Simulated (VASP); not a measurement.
# TiAl in VASP: single point with PBE

Aim: the single point of TiAl with PBE.

Program: VASP 6.6.1. These are calculated values, not measurements. Logs are shortened: lines on timing, memory, paths and dates and some standing lists are left out, and cuts for length are marked.

**1. The cell of the first run**

The cell holds a wire or tube with vacuum around it, 14 atoms: a = 13.500 Å, b = 17.300 Å, c = 4.670 Å, α = 90.00°, β = 90.00°, γ = 90.00°.

**2. Single point, PBE**

The input, INCAR:

```
PREC = Accurate ; ENCUT = 520
EDIFF = 1E-7 ; ISMEAR = 0
SIGMA = 0.05 ; LREAL = F
LASPH = T ; NELM = 100
ALGO = Normal ; ISIF = 2
LWAVE = F ; LCHARG = F
GGA = PE ; NBANDS = 66
```

The input, KPOINTS:

```
Automatic mesh
0
Gamma
  1 1 12
```

The input, POSCAR:

```
TiAl
1.0
   13.5000000000      0.0000000000      0.0000000000
    0.0000000000     17.3000000000      0.0000000000
    0.0000000000      0.0000000000      4.6701642096
Ti Al
7 7
Direct
    0.3252953163      0.5387198780      0.0000000000
    0.3330357929      0.3872611945      0.0000000000
    0.6747046837      0.5387198780      0.0000000000
    0.6669642071      0.3872611945      0.0000000000
    0.5000000000      0.6858562263      0.5000000000
    0.5000000000      0.5357940518      0.5000000000
    0.5000000000      0.3772261158      0.5000000000
    0.5000000000      0.6222114493      0.0000000000
    0.5000000000      0.4593335669      0.0000000000
    0.5000000000      0.2997350948      0.0000000000
    0.3244678066      0.6220225456      0.5000000000
    0.3011941250      0.4619181294      0.5000000000
    0.6755321934      0.6220225456      0.5000000000
    0.6988058750      0.4619181294      0.5000000000
```

Potentials or basis: VASP PAW PBE potentials, release 64 (Ti_sv, Al).

Started as:

```console
cat potpaw_PBE.64/Ti_sv/POTCAR potpaw_PBE.64/Al/POTCAR > POTCAR
mpirun -np 1 vasp_std > vasp.out
```

OUTCAR:

```text
PREC = Accurate
   ENCUT = 520
   EDIFF = 1E-7
   ISMEAR = 0
   LREAL = F
   LASPH = T
   NELM = 100
   ISIF = 2
   GGA = PE

 ion  position               nearest neighbor table
   1  0.325  0.539  0.000-   2 2.62  12 2.71  12 2.71   9 2.73  11 2.74  11 2.74   8 2.77
   2  0.333  0.387  0.000-   9 2.58   1 2.62  12 2.70  12 2.70  10 2.72
   3  0.675  0.539  0.000-   4 2.62  14 2.71  14 2.71   9 2.73  13 2.74  13 2.74   8 2.77
   4  0.667  0.387  0.000-   9 2.58   3 2.62  14 2.70  14 2.70  10 2.72
   5  0.500  0.686  0.500-   8 2.58   8 2.58   6 2.60  13 2.61  11 2.61
   6  0.500  0.536  0.500-   5 2.60   9 2.68   9 2.68   7 2.74   8 2.77   8 2.77  11 2.80  13 2.80
                            12 2.97  14 2.97
   7  0.500  0.377  0.500-  10 2.69  10 2.69   9 2.73   9 2.73   6 2.74  12 3.06  14 3.06
   8  0.500  0.622  0.000-   5 2.58   5 2.58   1 2.77   3 2.77   6 2.77   6 2.77   9 2.82  11 3.33
                            13 3.33  11 3.33  13 3.33
   9  0.500  0.459  0.000-   2 2.58   4 2.58   6 2.68   6 2.68   3 2.73   1 2.73   7 2.73   7 2.73
                            10 2.76   8 2.82
  10  0.500  0.300  0.000-   7 2.69   7 2.69   2 2.72   4 2.72   9 2.76
  11  0.324  0.622  0.500-   5 2.61   1 2.74   1 2.74  12 2.79   6 2.80   8 3.33   8 3.33
  12  0.301  0.462  0.500-   2 2.70   2 2.70   1 2.71   1 2.71  11 2.79   6 2.97   7 3.06
  13  0.676  0.622  0.500-   5 2.61   3 2.74   3 2.74  14 2.79   6 2.80   8 3.33   8 3.33
  14  0.699  0.462  0.500-   4 2.70   4 2.70   3 2.71   3 2.71  13 2.79   6 2.97   7 3.06

  LATTYP: Found a simple orthorhombic cell.
 ALAT       =     4.6701642096
 B/A-ratio  =     2.8906906469
 C/A-ratio  =     3.7043665326

  Lattice vectors:

 A1 = (   0.0000000000,   0.0000000000,   4.6701642096)
 A2 = (  13.5000000000,   0.0000000000,   0.0000000000)
 A3 = (   0.0000000000,  17.3000000000,   0.0000000000)

Analysis of symmetry for initial positions (statically):
=====================================================================
 Subroutine PRICEL returns:
 Original cell was already a primitive cell.

 Routine SETGRP: Setting up the symmetry group for a
 simple orthorhombic supercell.

 Subroutine GETGRP returns: Found  4 space group operations
 (whereof  4 operations were pure point group operations)
 out of a pool of  8 trial point group operations.

The static configuration has the point symmetry C_2v.

Analysis of symmetry for dynamics (positions and initial velocities):
=====================================================================
 Subroutine PRICEL returns:
 Original cell was already a primitive cell.

 Routine SETGRP: Setting up the symmetry group for a
 simple orthorhombic supercell.

 Subroutine GETGRP returns: Found  4 space group operations
 (whereof  4 operations were pure point group operations)
 out of a pool of  8 trial point group operations.

The dynamic configuration has the point symmetry C_2v.

 Subroutine INISYM returns: Found  4 space group operations
 (whereof  4 operations are pure point group operations),
 and found     1 'primitive' translations

----------------------------------------------------------------------------------------

                                     Primitive cell

  volume of cell :    1090.7169

  direct lattice vectors                    reciprocal lattice vectors
    13.500000000  0.000000000  0.000000000     0.074074074  0.000000000  0.000000000
     0.000000000 17.300000000  0.000000000     0.000000000  0.057803468  0.000000000
     0.000000000  0.000000000  4.670164210     0.000000000  0.000000000  0.214125233

  length of vectors
    13.500000000 17.300000000  4.670164210     0.074074074  0.057803468  0.214125233

  position of ions in fractional coordinates (direct lattice)
     0.325295316  0.538719878  0.000000000
     0.333035793  0.387261194  0.000000000
     0.674704684  0.538719878  0.000000000
     0.666964207  0.387261194  0.000000000
     0.500000000  0.685856226  0.500000000
     0.500000000  0.535794052  0.500000000
     0.500000000  0.377226116  0.500000000
     0.500000000  0.622211449  0.000000000
[... 25 lines left out ...]

 KPOINTS: Automatic mesh

Automatic generation of k-mesh.
 Grid dimensions read from file:
 generate k-points for:    1    1   12

 Generating k-lattice:

  Cartesian coordinates                     Fractional coordinates (reciprocal lattice)
     0.074074074  0.000000000  0.000000000     1.000000000  0.000000000  0.000000000
     0.000000000  0.057803468  0.000000000     0.000000000  1.000000000  0.000000000
     0.000000000  0.000000000  0.017843769     0.000000000  0.000000000  0.083333333

  Length of vectors
     0.074074074  0.057803468  0.017843769

  Shift w.r.t. Gamma in fractional coordinates (k-lattice)
     0.000000000  0.000000000  0.000000000

 Subroutine IBZKPT returns following result:
 ===========================================

 Found      7 irreducible k-points:

 Following reciprocal coordinates:
            Coordinates               Weight
  0.000000  0.000000  0.000000      1.000000
  0.000000  0.000000  0.083333      2.000000
  0.000000  0.000000  0.166667      2.000000
  0.000000  0.000000  0.250000      2.000000
  0.000000  0.000000  0.333333      2.000000
  0.000000  0.000000  0.416667      2.000000
  0.000000  0.000000  0.500000      1.000000
   k-points           NKPTS =      7   k-points in BZ     NKDIM =      7   number of bands    NBANDS=     66
   number of dos      NEDOS =    301   number of ions     NIONS =     14
   total plane-waves  NPLWV = 504000
   dimension x,y,z NGX =   100 NGY =  140 NGZ =   36
   dimension x,y,z NGXF=   200 NGYF=  280 NGZF=   72
   ions per type =               7   7
   NGX,Y,Z   is equivalent  to a cutoff of  12.31, 13.45, 12.82 a.u.
   NGXF,Y,Z  is equivalent  to a cutoff of  24.63, 26.91, 25.63 a.u.
 SYSTEM =  unknown system
   PREC   = accura    normal or accurate (medium, high low for compatibility)
   ISTART =      0    job   : 0-new  1-cont  2-samecut
   ICHARG =      2    charge: 1-file 2-atom 10-const
   ISPIN  =      1    spin polarized calculation?
   LNONCOLLINEAR =      F non collinear calculations
   LSORBIT =      F    spin-orbit coupling
   LASPH  =      T    aspherical Exc in radial PAW
   ENCUT  =  520.0 eV  38.22 Ry    6.18 a.u.  25.10 32.17  8.68*2*pi/ulx,y,z
   NELM   =    100;   NELMIN=  2; NELMDL= -5     # of ELM steps
   EDIFF  = 0.1E-06   stopping-criterion for ELM
   LREAL  =      F    real-space projection
   EDIFFG = 0.1E-05   stopping-criterion for IOM
   NSW    =      0    number of steps for IOM
   IBRION =     -1    ionic relax: 0-MD 1-quasi-New 2-CG
   NFREE  =      0    steps in history (QN), initial steepest desc. (CG)
   ISIF   =      2    stress and relaxation
   ISYM   =      2    0-nonsym 1-usesym 2-fastsym
   POTIM  = 0.5000    time-step for ionic-motion
   TEBEG  =    0.0;   TEEND  =   0.0 temperature during run
   PSTRESS=    0.0 pullay stress
   NELECT =     105.0000    total number of electrons
   NUPDOWN=      -1.0000    fix difference up-down
   EMIN   =  10.00;   EMAX   =-10.00  energy-range for DOS
   EFERMI =   0.00;   METHOD = LEGACY
   ISMEAR =     0;   SIGMA  =   0.05  broadening in eV -4-tet -1-fermi 0-gaus
   EFERMI_NEDOS =   21; number of points for ismear=-14 and -15
   IALGO  =     38    algorithm
   IMIX   =      4    mixing-type and parameters
     AMIX     =   0.40;   BMIX     =  1.00
     AMIX_MAG =   1.60;   BMIX_MAG =  1.00
  volume/ion in A,a.u.               =      77.91       525.75
  Fermi-wavevector in a.u.,A,eV,Ry     =   0.750298  1.417858  7.659365  0.562947
  Thomas-Fermi vector in A             =   1.847017
   LORBIT       =      0    0 simple, 1 ext, 2 COOP (PROOUT), +10 PAW based schemes
   GGA     = PE    functional components
   LHFCALC =     F    Hartree Fock is set to
   AEXX    =    0.0000 exact exchange contribution
   IVDW    =     0    specifies the selected vdW correction
   LEPSILON=     F    determine dielectric tensor
   LRPA    =     F    only Hartree local field effects (RPA)
 non-spin polarized calculation
 Gauss-broadening in eV      SIGMA  =   0.05
  energy-cutoff  :      520.00
  volume of cell :     1090.72
 maximum number of plane-waves:     29413
   NGX = 51   NGY = 65   NGZ = 17

 number of electron     105.0000009 magnetization

 Free energy of the ion-electron system (eV)
  ---------------------------------------------------
  ext. energy  EPLUGINS =         0.00000000
  ---------------------------------------------------
  free energy    TOTEN  =       -70.83210023 eV

  energy without entropy =      -70.81957347  energy(sigma->0) =      -70.82583685

 E-fermi :  -1.2109     XC(G=0):  -3.5796

 val. band max:       -1.2677710473   @ k =   0.0000   0.0000   0.5000
 cond. band min:      -1.1992326002   @ k =   0.0000   0.0000   0.2500
 fundamental gap:      0.0685384471
 Fermi energy:        -1.2108502052

 k-point     1 :       0.0000    0.0000    0.0000
  band No.  band energies     occupation
      1     -58.1766      2.00000
      2     -58.1754      2.00000
      3     -58.1293      2.00000
      4     -58.0827      2.00000
      5     -58.0827      2.00000
      6     -58.0239      2.00000
[... 458 lines left out ...]
     63      -0.3905      0.00000
     64      -0.2873      0.00000
 [bands above 64 left out]

------------------------ aborting loop because EDIFF is reached ----------------------------------------

  FORCE on cell =-STRESS in cart. coord.  units (eV):
  Direction    XX          YY          ZZ          XY          YZ          ZX
  --------------------------------------------------------------------------------------
  -------------------------------------------------------------------------------------
  Total       -0.1013100     -0.0797964      0.0288738      0.0000000      0.0000000      0.0000000
  in kB       -0.1488164     -0.1172147      0.0424133      0.0000000      0.0000000      0.0000000
  external PRESSURE =      -0.0745392 kB  Pullay stress =       0.0000000 kB

 VOLUME and BASIS-vectors are now :
 -----------------------------------------------------------------------------
  energy-cutoff  :      520.00
  volume of cell :     1090.72
      direct lattice vectors                 reciprocal lattice vectors
    13.500000000  0.000000000  0.000000000     0.074074074  0.000000000  0.000000000
     0.000000000 17.300000000  0.000000000     0.000000000  0.057803468  0.000000000
     0.000000000  0.000000000  4.670164210     0.000000000  0.000000000  0.214125233

 POSITION                                       TOTAL-FORCE (eV/Angst)
 -----------------------------------------------------------------------------------
      4.39149      9.31985      0.00000         0.001112     -0.001264      0.000000
      4.49598      6.69962      0.00000        -0.000908      0.001095      0.000000
      9.10851      9.31985      0.00000        -0.001112     -0.001264      0.000000
      9.00402      6.69962      0.00000         0.000908      0.001095     -0.000000
      6.75000     11.86531      2.33508         0.000000      0.004493      0.000000
      6.75000      9.26924      2.33508         0.000000      0.003012      0.000000
      6.75000      6.52601      2.33508         0.000000      0.002418      0.000000
      6.75000     10.76426      0.00000         0.000000     -0.004605      0.000000
      6.75000      7.94647      0.00000         0.000000      0.003878      0.000000
      6.75000      5.18542      0.00000         0.000000     -0.002176      0.000000
      4.38032     10.76099      2.33508         0.001848     -0.002488      0.000000
      4.06612      7.99118      2.33508         0.003033     -0.000852      0.000000
      9.11968     10.76099      2.33508        -0.001848     -0.002488      0.000000
      9.43388      7.99118      2.33508        -0.003033     -0.000852      0.000000
 -----------------------------------------------------------------------------------
    total drift:                                0.000000     -0.000988     -0.000001

  FREE ENERGIE OF THE ION-ELECTRON SYSTEM (eV)
  ---------------------------------------------------
  free  energy   TOTEN  =       -70.8321002268 eV

  energy  without entropy=      -70.8195734650  energy(sigma->0) =      -70.82583685
```

Wall time 30 min (1 thread of Intel Xeon Platinum 8259CL at 2.50GHz (Skylake/Cascade Lake), shared host); peak memory 1.1 GiB.

What came out:

```yaml
Free_energy: -70.8321 eV
Largest_force: 0.005 eV/Å
Band_gap_on_the_k_mesh: zero (an odd number of electrons rules out a gap without spin polarisation)
```

Forces in eV/Å, atoms in the order of the input:
```
Ti   0.001 -0.001  0.000
Ti  -0.001  0.001  0.000
Ti  -0.001 -0.001  0.000
Ti   0.001  0.001  0.000
Ti   0.000  0.004  0.000
Ti   0.000  0.003  0.000
Ti   0.000  0.002  0.000
Al   0.000 -0.005  0.000
Al   0.000  0.004  0.000
Al   0.000 -0.002  0.000
Al   0.002 -0.002  0.000
Al   0.003 -0.001  0.000
Al  -0.002 -0.002  0.000
Al  -0.003 -0.001  0.000
```
